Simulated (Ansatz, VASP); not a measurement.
# One calculation of CsBr, two programs

```
CELL_PARAMETERS angstrom
4.38930 0.00000 0.00000
0.00000 4.38930 0.00000
0.00000 0.00000 4.38930
ATOMIC_POSITIONS crystal
Cs 0.00000 0.00000 0.00000
Br 0.50000 0.50000 0.50000
```

Alike in both runs: task relaxation of cell and atoms; functional PBE; k mesh 7 × 7 × 7; occupations fermi-dirac, width 0.02 eV; non-collinear spin, spin-orbit coupling.

```csv
,VASP,Ansatz
version,VASP 6.6.1,Ansatz 0.2.0
potentials or method,"VASP PAW PBE potentials, release 64 (Cs_sv, Br), cutoff 500 eV",all-electron LAPW
```

Ansatz gave:

```
net moment per atom (μB)                                     : 0.00
relaxed volume (Å³/atom)                                     : 42.28
relaxed cell length with the largest relative difference (Å) : 4.389
```

Question: Which values does VASP return?

Answer: net moment per atom (μB): 0.00; relaxed volume (Å³/atom): 42.33; relaxed cell length with the largest relative difference (Å): 4.391.

Ansatz ran all-electron here, and VASP with PAW potentials.
